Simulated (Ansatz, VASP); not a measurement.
## One calculation of CsCl, two programs

Contents of INCAR:

```
ALGO = Normal
EDIFF = 1E-6
ENCUT = 500
GGA_COMPAT = False
ISIF = 2
ISMEAR = 0
LASPH = True
LCHARG = False
LREAL = False
LWAVE = False
NBANDS = 15
NELM = 120
PREC = Accurate
SIGMA = 0.01
```

The input KPOINTS:

```
k-points
0
Gamma
  6 6 6
```

The input POSCAR:

```
CsCl
1.0
    4.1368327747      0.0000000000      0.0000000000
    0.0000000000      4.1368327747      0.0000000000
    0.0000000000      0.0000000000      4.1368327747
Cs Cl
1 1
Direct
    0.0000000000      0.0000000000      0.0000000000
    0.5000000000      0.5000000000      0.5000000000
```

Input for Ansatz:

```yaml
crystal:
  lattice:
    - [4.1368327747, 0.0, 0.0]
    - [0.0, 4.1368327747, 0.0]
    - [0.0, 0.0, 4.1368327747]
  atoms:
    - { symbol: Cs, position: [0.0, 0.0, 0.0] }
    - { symbol: Cl, position: [0.5, 0.5, 0.5] }
kpoints:
  mp_grid: { grid: [6, 6, 6] }
  band_path:
    path: [[0.0, 0.0, 0.0], [0.0, 0.5, 0.0], [0.5, 0.5, 0.0], [0.5, 0.5, 0.5]]
    npoints: 1
hamiltonian:
  xc: lda
scf:
  occupations: { method: fixed }
  n_extra_bands: 4
output:
  forces: true
  stress: true
  eigenvalues: true
```

Alike in both runs: task single point; functional LDA; k mesh 6 × 6 × 6; no spin polarisation.

```csv
,VASP,Ansatz
version,VASP 6.6.1,Ansatz 0.2.0
potentials or method,"VASP PAW LDA potentials, release 64 (Cs_sv, Cl)","plane waves, PAW"
plane-wave cutoff (eV),500,420
occupations,"gaussian, width 0.01 eV",fixed
valence electrons in the cell,16,16
```

|  | VASP | Ansatz | Ansatz less VASP |
| --- | --- | --- | --- |
| gap on the k mesh at the Fermi level (eV) | 4.81 | 4.80 | -0.006 |
| pressure (GPa) | -2.2 | -2.2 | -0.03 |

LDA's correlation is that of Perdew and Zunger in VASP and of Perdew and Wang (1992) in Ansatz.

Spin-orbit coupling is off throughout.
